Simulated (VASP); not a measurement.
# CuIrS2 (R-3m) in VASP: single point with r2SCAN

Aim: the single point of CuIrS2 with r2SCAN.

Everything below comes from runs of VASP 6.6.1. Logs are shortened: lines on timing, memory, paths and dates and some standing lists are left out, and cuts for length are marked.

**1. The cell of the first run**

Symmetry: R-3m, No. 166, trigonal system. Conventional cell: a = 3.632 Å, b = 3.632 Å, c = 19.777 Å, α = 90.00°, β = 90.00°, γ = 120.00°. Cu (site symmetry -3m) has 6 S at 2.88 Å and 6 Cu at 3.63 Å and 6 Ir at 3.91 Å within 4.0 Å. Within 3.3 Å of Ir (site symmetry -3m) lie 6 S at 2.48 Å. Within 3.4 Å of S (site symmetry 3m) lie 3 Ir at 2.48 Å and 3 Cu at 2.88 Å and 3 S at 3.37 Å.

**2. Single point, r2SCAN, collinear spin**

POSCAR reads:

```
CuIrS2
1.0
    1.8158509200      1.0483820200      6.5922317600
   -1.8158509200      1.0483820200      6.5922317600
    0.0000000000     -2.0967640300      6.5922317600
Cu Ir S
1 1 2
Direct
    0.5000000000      0.5000000000      0.5000000000
    0.0000000000      0.0000000000      0.0000000000
    0.2667000000      0.2667000000      0.2667000000
    0.7333000000      0.7333000000      0.7333000000
```

INCAR.step1 reads:

```
SYSTEM = CuIrS2
PREC = Accurate
ENCUT = 520
ISMEAR = 0
SIGMA = 0.05
LREAL = .FALSE.
LASPH = .TRUE.
NELM = 150
ISPIN = 2
MAGMOM = 0 4 0 0
LMAXMIX = 4
NBANDS = 28
GGA = PE
ALGO = Normal
EDIFF = 1E-4
LWAVE = .TRUE.
LCHARG = .FALSE.
```

INCAR.step2 reads:

```
SYSTEM = CuIrS2
PREC = Accurate
ENCUT = 520
EDIFF = 1E-6
ISMEAR = 0
SIGMA = 0.05
LREAL = .FALSE.
LASPH = .TRUE.
NELM = 150
ALGO = Normal
ISIF = 2
LWAVE = .FALSE.
LCHARG = .TRUE.
ISPIN = 2
MAGMOM = 0 4 0 0
LORBIT = 11
LMAXMIX = 4
METAGGA = R2SCAN
LMIXTAU = .TRUE.
LELF = .TRUE.
LVHAR = .TRUE.
NBANDS = 28
ISTART = 1
```

KPOINTS reads:

```
Automatic mesh
0
G
  6 6 6
  0 0 0
```

Potentials or basis: VASP PAW PBE potentials, release 64 (Cu, Ir, S).

Command:

```
> cat potpaw_PBE.64/Cu/POTCAR potpaw_PBE.64/Ir/POTCAR potpaw_PBE.64/S/POTCAR > POTCAR
> cp INCAR.step1 INCAR
> mpirun -np 1 vasp_std > vasp.out
> cp INCAR.step2 INCAR
> mpirun -np 1 vasp_std > vasp.out
```

OUTCAR:

```text
SYSTEM = CuIrS2
   PREC = Accurate
   ENCUT = 520
   EDIFF = 1E-6
   ISMEAR = 0
   LREAL = .FALSE.
   LASPH = .TRUE.
   NELM = 150
   ISIF = 2
   ISPIN = 2
   LORBIT = 11
   METAGGA = R2SCAN
   ISTART = 1

 ion  position               nearest neighbor table
   1  0.500  0.500  0.500-
   2  0.000  0.000  0.000-   4 2.48   3 2.48   4 2.48   4 2.48   3 2.48   3 2.48
   3  0.267  0.267  0.267-   2 2.48   2 2.48   2 2.48
   4  0.733  0.733  0.733-   2 2.48   2 2.48   2 2.48

  LATTYP: Found a trigonal (rhomboedric) cell.
 ALAT       =     6.9176541545
 COS(alpha) =     0.8621925539

  Lattice vectors:

 A1 = (   1.8158509200,   1.0483820200,   6.5922317600)
 A2 = (  -1.8158509200,   1.0483820200,   6.5922317600)
 A3 = (   0.0000000000,  -2.0967640300,   6.5922317600)

Analysis of symmetry for initial positions (statically):
=====================================================================
 Subroutine PRICEL returns:
 Original cell was already a primitive cell.

 Routine SETGRP: Setting up the symmetry group for a
 trigonal (rhombohedral) supercell.

 Subroutine GETGRP returns: Found 12 space group operations
 (whereof 12 operations were pure point group operations)
 out of a pool of 12 trial point group operations.

The static configuration has the point symmetry D_3d.

Analysis of symmetry for dynamics (positions and initial velocities):
=====================================================================
 Subroutine PRICEL returns:
 Original cell was already a primitive cell.

 Routine SETGRP: Setting up the symmetry group for a
 trigonal (rhombohedral) supercell.

 Subroutine GETGRP returns: Found 12 space group operations
 (whereof 12 operations were pure point group operations)
 out of a pool of 12 trial point group operations.

The dynamic configuration has the point symmetry D_3d.

Analysis of structural, dynamic, and magnetic symmetry:
=====================================================================
 Subroutine PRICEL returns:
 Original cell was already a primitive cell.

 Routine SETGRP: Setting up the symmetry group for a
 trigonal (rhombohedral) supercell.

 Subroutine GETGRP returns: Found 12 space group operations
 (whereof 12 operations were pure point group operations)
 out of a pool of 12 trial point group operations.

The overall configuration has the point symmetry D_3d.

 Subroutine INISYM returns: Found 12 space group operations
 (whereof 12 operations are pure point group operations),
 and found     1 'primitive' translations

----------------------------------------------------------------------------------------

                                     Primitive cell

  volume of cell :      75.2980

  direct lattice vectors                    reciprocal lattice vectors
     1.815850920  1.048382020  6.592231760     0.275353001  0.158975129  0.050564565
    -1.815850920  1.048382020  6.592231760    -0.275353001  0.158975129  0.050564565
     0.000000000 -2.096764030  6.592231760     0.000000000 -0.317950259  0.050564565

  length of vectors
     6.917654154  6.917654154  6.917654153     0.321945868  0.321945868  0.321945868

  position of ions in fractional coordinates (direct lattice)
     0.500000000  0.500000000  0.500000000
     0.000000000  0.000000000  0.000000000
     0.266700000  0.266700000  0.266700000
     0.733300000  0.733300000  0.733300000

  ion indices of the primitive-cell ions
   primitive index   ion index
                 1           1
                 2           2
                 3           3
                 4           4

----------------------------------------------------------------------------------------

 KPOINTS: Automatic mesh

Automatic generation of k-mesh.
 Grid dimensions read from file:
 generate k-points for:    6    6    6

 Generating k-lattice:

  Cartesian coordinates                     Fractional coordinates (reciprocal lattice)
     0.045892167  0.026495855  0.008427428     0.166666667  0.000000000  0.000000000
    -0.045892167  0.026495855  0.008427428     0.000000000  0.166666667  0.000000000
     0.000000000 -0.052991710  0.008427428    -0.000000000 -0.000000000  0.166666667

  Length of vectors
     0.053657645  0.053657645  0.053657645

  Shift w.r.t. Gamma in fractional coordinates (k-lattice)
     0.000000000  0.000000000  0.000000000

 Subroutine IBZKPT returns following result:
 ===========================================

 Found     32 irreducible k-points:

 Following reciprocal coordinates:
            Coordinates               Weight
  0.000000  0.000000  0.000000      1.000000
  0.166667  0.000000  0.000000      6.000000
  0.333333  0.000000  0.000000      6.000000
  0.500000  0.000000  0.000000      3.000000
  0.166667  0.166667  0.000000      6.000000
  0.333333  0.166667  0.000000     12.000000
[... 16 lines left out ...]
  0.500000  0.500000  0.166667      6.000000
 -0.333333  0.500000  0.166667     12.000000
 [... further k-points ...]
   k-points           NKPTS =     32   k-points in BZ     NKDIM =     32   number of bands    NBANDS=     28
   number of dos      NEDOS =    301   number of ions     NIONS =      4
   total plane-waves  NPLWV = 157464
   dimension x,y,z NGX =    54 NGY =   54 NGZ =   54
   dimension x,y,z NGXF=   108 NGYF=  108 NGZF=  108
   ions per type =               1   1   2
   NGX,Y,Z   is equivalent  to a cutoff of  12.98, 12.98, 12.98 a.u.
   NGXF,Y,Z  is equivalent  to a cutoff of  25.95, 25.95, 25.95 a.u.
 SYSTEM =  CuIrS2
   PREC   = accura    normal or accurate (medium, high low for compatibility)
   ISTART =      1    job   : 0-new  1-cont  2-samecut
   ICHARG =      0    charge: 1-file 2-atom 10-const
   ISPIN  =      2    spin polarized calculation?
   LNONCOLLINEAR =      F non collinear calculations
   LSORBIT =      F    spin-orbit coupling
   LASPH  =      T    aspherical Exc in radial PAW
   ENCUT  =  520.0 eV  38.22 Ry    6.18 a.u.  12.86 12.86 12.86*2*pi/ulx,y,z
   NELM   =    150;   NELMIN=  2; NELMDL=  0     # of ELM steps
   EDIFF  = 0.1E-05   stopping-criterion for ELM
   LREAL  =      F    real-space projection
   EDIFFG = 0.1E-04   stopping-criterion for IOM
   NSW    =      0    number of steps for IOM
   IBRION =     -1    ionic relax: 0-MD 1-quasi-New 2-CG
   NFREE  =      0    steps in history (QN), initial steepest desc. (CG)
   ISIF   =      2    stress and relaxation
   ISYM   =      2    0-nonsym 1-usesym 2-fastsym
   POTIM  = 0.5000    time-step for ionic-motion
   TEBEG  =    0.0;   TEEND  =   0.0 temperature during run
   PSTRESS=    0.0 pullay stress
   NELECT =      32.0000    total number of electrons
   NUPDOWN=      -1.0000    fix difference up-down
   EMIN   =  10.00;   EMAX   =-10.00  energy-range for DOS
   EFERMI =   0.00;   METHOD = LEGACY
   ISMEAR =     0;   SIGMA  =   0.05  broadening in eV -4-tet -1-fermi 0-gaus
   EFERMI_NEDOS =   21; number of points for ismear=-14 and -15
   IALGO  =     38    algorithm
   IMIX   =      4    mixing-type and parameters
     AMIX     =   0.40;   BMIX     =  1.00
     AMIX_MAG =   1.60;   BMIX_MAG =  1.00
  volume/ion in A,a.u.               =      18.82       127.03
  Fermi-wavevector in a.u.,A,eV,Ry     =   1.230827  2.325926 20.611942  1.514935
  Thomas-Fermi vector in A             =   2.365660
   LORBIT       =     11    0 simple, 1 ext, 2 COOP (PROOUT), +10 PAW based schemes
   METAGGA = R2SCAN    functional components
   LHFCALC =     F    Hartree Fock is set to
   AEXX    =    0.0000 exact exchange contribution
   IVDW    =     0    specifies the selected vdW correction
   LEPSILON=     F    determine dielectric tensor
   LRPA    =     F    only Hartree local field effects (RPA)
 spin polarized calculation
 Gauss-broadening in eV      SIGMA  =   0.05
  energy-cutoff  :      520.00
  volume of cell :       75.30
 maximum number of plane-waves:      2064
 NGX is ok and might be reduce to    54
   NGX = 25   NGY = 25   NGZ = 25

 number of electron      32.0000001 magnetization      -0.0000000

 number of electron      32.0000001 magnetization       0.0000000

 Free energy of the ion-electron system (eV)
  ---------------------------------------------------
  ext. energy  EPLUGINS =         0.00000000
  ---------------------------------------------------
  free energy    TOTEN  =       -79.13332141 eV

  energy without entropy =      -79.13332141  energy(sigma->0) =      -79.13332141

 E-fermi :   4.9949     XC(G=0): -11.1071

 val. band max:        4.7001755096   @ k =  -0.3333   0.5000   0.3333
 cond. band min:       5.4734611987   @ k =   0.5000   0.1667   0.1667
 fundamental gap:      0.7732856891
 Fermi energy:         4.9948822640

 spin component 1

 k-point     1 :       0.0000    0.0000    0.0000
  band No.  band energies     occupation
      1     -10.0498      1.00000
      2      -8.4132      1.00000
      3      -1.7461      1.00000
      4      -0.1575      1.00000
      5      -0.1575      1.00000
      6       2.8691      1.00000
[... 20 lines left out ...]
     27      16.5975      0.00000
[... 691 lines left out ...]
      6       0.6862      1.00000
[... 20 lines left out ...]
     27      17.3292      0.00000
     28      17.8871      0.00000

 [... further k-points ...]

 spin component 2

 k-point     1 :       0.0000    0.0000    0.0000
  band No.  band energies     occupation
      1     -10.0498      1.00000
      2      -8.4132      1.00000
      3      -1.7461      1.00000
      4      -0.1575      1.00000
      5      -0.1575      1.00000
      6       2.8691      1.00000
[... 20 lines left out ...]
     27      16.5975      0.00000
[... 691 lines left out ...]
      6       0.6862      1.00000
[... 20 lines left out ...]
     27      17.3292      0.00000
     28      17.8871      0.00000

 [... further k-points ...]

------------------------ aborting loop because EDIFF is reached ----------------------------------------

  FORCE on cell =-STRESS in cart. coord.  units (eV):
  Direction    XX          YY          ZZ          XY          YZ          ZX
  --------------------------------------------------------------------------------------
  -------------------------------------------------------------------------------------
  Total       -6.2474684     -6.2474684     -7.1756228      0.0000000     -0.0000000     -0.0000000
  in kB     -132.9325024   -132.9325022   -152.6816036      0.0000000     -0.0000001     -0.0000000
  external PRESSURE =    -139.5155361 kB  Pullay stress =       0.0000000 kB

 VOLUME and BASIS-vectors are now :
 -----------------------------------------------------------------------------
  energy-cutoff  :      520.00
  volume of cell :       75.30
      direct lattice vectors                 reciprocal lattice vectors
     1.815850920  1.048382020  6.592231760     0.275353001  0.158975129  0.050564565
    -1.815850920  1.048382020  6.592231760    -0.275353001  0.158975129  0.050564565
     0.000000000 -2.096764030  6.592231760     0.000000000 -0.317950259  0.050564565

 POSITION                                       TOTAL-FORCE (eV/Angst)
 -----------------------------------------------------------------------------------
      0.00000      0.00000      9.88835         0.000000     -0.000000     -0.000000
      0.00000      0.00000      0.00000         0.000000     -0.000000      0.000000
      0.00000      0.00000      5.27444         0.000000      0.000000      0.552228
      0.00000      0.00000     14.50225         0.000000     -0.000000     -0.552228
 -----------------------------------------------------------------------------------
    total drift:                                0.000000     -0.000000      0.000000

  FREE ENERGIE OF THE ION-ELECTRON SYSTEM (eV)
  ---------------------------------------------------
  free  energy   TOTEN  =       -79.1333214060 eV

  energy  without entropy=      -79.1333214060  energy(sigma->0) =      -79.13332141

 total charge

# of ion       s       p       d       tot
------------------------------------------
    1        0.209   0.091   9.402   9.702
    2        0.566   0.527   6.998   8.092
    3        1.323   2.300   0.000   3.623
    4        1.323   2.300   0.000   3.623
--------------------------------------------------
tot          3.420   5.219  16.400  25.038

 magnetization (x)

# of ion       s       p       d       tot
------------------------------------------
    1       -0.000  -0.000   0.000  -0.000
    2       -0.000  -0.000  -0.000  -0.000
    3       -0.000   0.000   0.000  -0.000
    4       -0.000   0.000   0.000  -0.000
--------------------------------------------------
tot         -0.000  -0.000   0.000  -0.000
```

It took 40 min on 1 thread of Intel Xeon Platinum 8259CL at 2.50GHz (Skylake/Cascade Lake), shared host; peak memory 0.65 GiB.

Results:

```
Free energy                                           : -79.1333 eV
Pressure                                              : -14.0 GPa
Largest force                                         : 0.552 eV/Å
Band gap on the k mesh                                : 0.77 eV (least direct gap 0.86 eV)
Net moment                                            : 0.00 μB per cell
Valence electrons inside the program's atomic spheres : Cu 9.70; Ir 8.09; S 3.62
```

Forces on the atoms (eV/Å):
```
Cu   0.000  0.000  0.000
Ir   0.000  0.000  0.000
S    0.000  0.000  0.552
S    0.000  0.000 -0.552
```

Caveat: the cell stands under tension; the PAW data sets were made with another functional, which shifts forces and pressure a little; spin-orbit coupling is left out, which moves the levels of the heavy elements.
